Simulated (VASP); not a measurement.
# HfH3 (I4/mmm) in VASP: vibrations by perturbation theory with LDA

Aim: the vibrations by perturbation theory of HfH3 with LDA.

Program: VASP 6.6.1. These are calculated values, not measurements. Logs are shortened: lines on timing, memory, paths and dates and some standing lists are left out, and cuts for length are marked.

## 1. The cell of the first run

The structure is tetragonal, space group I4/mmm (No. 139). The conventional cell has a = 3.053 Å, b = 3.053 Å, c = 6.068 Å, α = 90.00°, β = 90.00°, γ = 90.00°. Hf (site symmetry 4/mmm) has 12 H at 2.15 to 2.16 Å within 2.8 Å. H (site symmetry -4m2) has 4 Hf at 2.15 Å and 8 H at 2.15 to 2.16 Å within 2.8 Å. Within 2.8 Å of H (site symmetry 4/mmm) lie 8 H at 2.15 Å and 4 Hf at 2.16 Å.

## 2. Vibrations by perturbation theory, LDA

INCAR reads:

```
SYSTEM = HfH3
ALGO = Normal
EDIFF = 1E-8
ENCUT = 520
IBRION = 8
ISIF = 2
ISMEAR = 0
LASPH = .True.
LCHARG = .False.
LREAL = .False.
LWAVE = .False.
NELM = 80
NSW = 1
PREC = Accurate
SIGMA = 0.1
```

KPOINTS reads:

```
k-points
0
Gamma
  14 14 14
  0 0 0
```

POSCAR reads:

```
HfH3
1.0
   -1.5265120000      1.5265120000      3.0340320000
    1.5265120000     -1.5265120000      3.0340320000
    1.5265120000      1.5265120000     -3.0340320000
Hf H
1 3
Direct
    0.0000000000      0.0000000000      0.0000000000
    0.7500000000      0.2500000000      0.5000000000
    0.2500000000      0.7500000000      0.5000000000
    0.5000000000      0.5000000000      0.0000000000
```

Potentials or basis: VASP PAW LDA potentials, release 64 (Hf_pv, H).

Run with:

```bash
cat potpaw_LDA.64/Hf_pv/POTCAR potpaw_LDA.64/H/POTCAR > POTCAR
mpirun -np 1 vasp_std > vasp.out
```

OUTCAR:

```text
SYSTEM = HfH3
   EDIFF = 1E-8
   ENCUT = 520
   IBRION = 8
   ISIF = 2
   ISMEAR = 0
   LASPH = .True.
   LREAL = .False.
   NELM = 80
   NSW = 1
   PREC = Accurate

 ion  position               nearest neighbor table
   1  0.000  0.000  0.000-   2 2.15   3 2.15   2 2.15   3 2.15   2 2.15   3 2.15   2 2.15   3 2.15
                             4 2.16   4 2.16   4 2.16   4 2.16
   2  0.750  0.250  0.500-   1 2.15   1 2.15   1 2.15   1 2.15
   3  0.250  0.750  0.500-   1 2.15   1 2.15   1 2.15   1 2.15
   4  0.500  0.500  0.000-   1 2.16   1 2.16   1 2.16   1 2.16

  LATTYP: Found a body centered tetragonal cell.
 ALAT       =     3.0530240000
 C/A-ratio  =     1.9875585649

  Lattice vectors:

 A1 = (  -1.5265120000,   1.5265120000,   3.0340320000)
 A2 = (   1.5265120000,  -1.5265120000,   3.0340320000)
 A3 = (   1.5265120000,   1.5265120000,  -3.0340320000)

Analysis of symmetry for initial positions (statically):
=====================================================================
 Subroutine PRICEL returns:
 Original cell was already a primitive cell.

 Routine SETGRP: Setting up the symmetry group for a
 body centered tetragonal supercell.

 Subroutine GETGRP returns: Found 16 space group operations
 (whereof 16 operations were pure point group operations)
 out of a pool of 16 trial point group operations.

The static configuration has the point symmetry D_4h.

Analysis of symmetry for dynamics (positions and initial velocities):
=====================================================================
 Subroutine PRICEL returns:
 Original cell was already a primitive cell.

 Routine SETGRP: Setting up the symmetry group for a
 body centered tetragonal supercell.

 Subroutine GETGRP returns: Found 16 space group operations
 (whereof 16 operations were pure point group operations)
 out of a pool of 16 trial point group operations.

The dynamic configuration has the point symmetry D_4h.

 Subroutine INISYM returns: Found 16 space group operations
 (whereof 16 operations are pure point group operations),
 and found     1 'primitive' translations

----------------------------------------------------------------------------------------

                                     Primitive cell

  volume of cell :      28.2801

  direct lattice vectors                    reciprocal lattice vectors
    -1.526512000  1.526512000  3.034032000     0.000000000  0.327544101  0.164797207
     1.526512000 -1.526512000  3.034032000     0.327544101  0.000000000  0.164797207
     1.526512000  1.526512000 -3.034032000     0.327544101  0.327544101  0.000000000

  length of vectors
     3.723684727  3.723684727  3.723684727     0.366665048  0.366665048  0.463217309

  position of ions in fractional coordinates (direct lattice)
     0.000000000  0.000000000  0.000000000
     0.750000000  0.250000000  0.500000000
     0.250000000  0.750000000  0.500000000
     0.500000000  0.500000000  0.000000000

  ion indices of the primitive-cell ions
   primitive index   ion index
                 1           1
                 2           2
                 3           3
                 4           4

[... 134 lines left out ...]
      5       1.8828      2.00000
      6       3.6690      2.00000
      7       5.1744      2.00000
      8       6.4466      0.00000
      9       6.4466      0.00000
     10       9.7667      0.00000
[... 287 lines left out ...]
 k-point    24 :       0.2857    0.1429    0.0000
  band No.  band energies     occupation
      1     -25.9499      2.00000
      2     -25.8189      2.00000
      3     -25.5362      2.00000
      4      -3.8956      2.00000
      5       0.3726      2.00000
      6       1.7871      2.00000
      7       5.2269      2.00000
      8       6.9448      0.00000
      9       7.9539      0.00000
     10       9.7954      0.00000

 [... further k-points ...]

------------------------ aborting loop because EDIFF is reached ----------------------------------------

  FORCE on cell =-STRESS in cart. coord.  units (eV):
  Direction    XX          YY          ZZ          XY          YZ          ZX
  --------------------------------------------------------------------------------------
  -------------------------------------------------------------------------------------
  Total       -1.2493215     -1.2493215     -1.7167462      0.0000000      0.0000000      0.0000000
  in kB      -70.7789652    -70.7789652    -97.2604070      0.0000000      0.0000000      0.0000000
  external PRESSURE =     -79.6061125 kB  Pullay stress =       0.0000000 kB

 VOLUME and BASIS-vectors are now :
 -----------------------------------------------------------------------------
  energy-cutoff  :      520.00
  volume of cell :       28.28
      direct lattice vectors                 reciprocal lattice vectors
    -1.526512000  1.526512000  3.034032000     0.000000000  0.327544101  0.164797207
     1.526512000 -1.526512000  3.034032000     0.327544101  0.000000000  0.164797207
     1.526512000  1.526512000 -3.034032000     0.327544101  0.327544101  0.000000000

 POSITION                                       TOTAL-FORCE (eV/Angst)
 -----------------------------------------------------------------------------------
      0.00000      0.00000      0.00000        -0.000000     -0.000000     -0.000000
      0.00000      1.52651      1.51702        -0.000000     -0.000000      0.000000
      1.52651      0.00000      1.51702         0.000000      0.000000      0.000000
      0.00000      0.00000      3.03403        -0.000000     -0.000000     -0.000000
 -----------------------------------------------------------------------------------
    total drift:                               -0.000000     -0.000000     -0.000000

  FREE ENERGIE OF THE ION-ELECTRON SYSTEM (eV)
  ---------------------------------------------------
  free  energy   TOTEN  =       -22.5047230163 eV

  energy  without entropy=      -22.5002619480  energy(sigma->0) =      -22.50249248

[... ionic steps 2 to 12 ...]

--------------------------------------- Ionic step       13  -------------------------------------------

------------------------ aborting loop because EDIFF is reached ----------------------------------------

[... ionic steps 14 to 14 ...]

--------------------------------------- Ionic step       15  -------------------------------------------

 Free energy of the ion-electron system (eV)
  ---------------------------------------------------
  ---------------------------------------------------
  free energy    TOTEN  =        -0.01541071 eV

  energy without entropy =       -0.01541071

------------------------ aborting loop because EDIFF is reached ----------------------------------------

 INTERNAL STRAIN TENSOR  FOR ION    4  DIRECTION 3   (eV/Angst):
 -----------------------------------------------------------------------------
    -0.00145  0.00000  0.00000
     0.00000 -0.00145  0.00000
     0.00000 -0.00000  0.00213

 INTERNAL STRAIN TENSOR FOR ION    4 for displacements in x,y,z  (eV/Angst):
          X           Y           Z          XY          YZ          ZX
  --------------------------------------------------------------------------------
  x     0.00000     0.00000     0.00000     0.00000     0.00000     0.00000
  y     0.00000     0.00000     0.00000     0.00000     0.00000     0.00000
  z     0.00000     0.00000     0.00000     0.00000     0.00000     0.00000

 SECOND DERIVATIVES (NOT SYMMETRIZED)
 ------------------------------------
               1X          1Y          1Z          2X          2Y          2Z          3X          3Y          3Z          4X          4Y          4Z
  1X    -4.523575    0.000000    0.000000    1.856618    0.000000    0.000000    1.856618    0.000000    0.000000    0.810338    0.000000    0.000000
  1Y     0.000000   -4.523575    0.000000    0.000000    1.856618    0.000000    0.000000    1.856618    0.000000    0.000000    0.810338    0.000000
  1Z     0.000000   -0.000000   -5.892730    0.000000    0.000000    2.331597    0.000000    0.000000    2.331597    0.000000    0.000000    1.229537
  2X     1.853945    0.000000    0.000000   -3.653162    0.000000    0.000000    1.028058    0.000000    0.000000    0.771159    0.000000    0.000000
  2Y     0.000000    1.853945    0.000000    0.000000   -3.653162    0.000000    0.000000    1.028058    0.000000    0.000000    0.771159    0.000000
  2Z     0.000000    0.000000    2.332540    0.000000   -0.000000   -3.403112    0.000000    0.000000    0.149630    0.000000    0.000000    0.920941
  3X     1.853945    0.000000    0.000000    1.028058    0.000000    0.000000   -3.653162    0.000000    0.000000    0.771159    0.000000    0.000000
  3Y     0.000000    1.853945    0.000000    0.000000    1.028058    0.000000    0.000000   -3.653162    0.000000    0.000000    0.771159    0.000000
  3Z     0.000000    0.000000    2.332540    0.000000    0.000000    0.149630    0.000000   -0.000000   -3.403112    0.000000    0.000000    0.920941
  4X     0.807997    0.000000    0.000000    0.770276    0.000000    0.000000    0.770276    0.000000    0.000000   -2.348549    0.000000    0.000000
  4Y     0.000000    0.807997    0.000000    0.000000    0.770276    0.000000    0.000000    0.770276    0.000000    0.000000   -2.348549    0.000000
  4Z     0.000000    0.000000    1.230683    0.000000    0.000000    0.921004    0.000000   -0.000000    0.921004    0.000000    0.000000   -3.072690

 Eigenvectors and eigenvalues of the dynamical matrix
 ----------------------------------------------------

   1 f  =   33.824412 THz   212.525046 2PiTHz 1128.260925 cm-1   139.886463 meV
             X         Y         Z           dx          dy          dz
      0.000000  0.000000  0.000000     0.000000    0.000000   -0.000000
      0.000000  1.526512  1.517016     0.706722    0.023323    0.000000
      1.526512  0.000000  1.517016    -0.706722   -0.023323   -0.000000
      0.000000  0.000000  3.034032     0.000000    0.000000   -0.000000
[... 71 lines left out ...]
  12 f/i=    0.002355 THz     0.014798 2PiTHz    0.078560 cm-1     0.009740 meV
             X         Y         Z           dx          dy          dz
      0.000000  0.000000  0.000000    -0.406216    0.904670    0.000000
      0.000000  1.526512  1.517016    -0.030428    0.067765    0.000000
      1.526512  0.000000  1.517016    -0.030428    0.067765    0.000000
      0.000000  0.000000  3.034032    -0.030447    0.067807    0.000000

--------------------------------------------------------------------------------------------------------

 ELASTIC MODULI CONTR FROM IONIC RELAXATION (kBar)
 Direction    XX          YY          ZZ          XY          YZ          ZX
 --------------------------------------------------------------------------------
 XX          -0.7252      0.7252      0.0000      0.0000      0.0000     -0.0000
 YY           0.7252     -0.7252      0.0000      0.0000     -0.0000      0.0000
 ZZ           0.0000      0.0000      0.0000      0.0000      0.0000      0.0000
 XY           0.0000      0.0000      0.0000      0.0000      0.0000      0.0000
 YZ           0.0000     -0.0000      0.0000      0.0000     -0.0114     -0.0000
 ZX          -0.0000      0.0000      0.0000      0.0000     -0.0000     -0.0111
 --------------------------------------------------------------------------------
```

It took 14 min on 1 thread of Intel Xeon Platinum 8488C (Sapphire Rapids), shared host; peak memory 0.59 GiB.

Results:

```
Highest phonon frequency at Γ : 1128 cm⁻¹
```

Phonon frequencies in cm⁻¹ (negative: imaginary):
| q point | frequencies |
| --- | --- |
| (0.000, 0.000, 0.000) | 0 0 0 619 619 716 983 988 988 1103 1128 1128 |

Caveat: the cell stands under pressure or tension, which shifts response properties; spin-orbit coupling is left out, which moves the levels of the heavy elements.
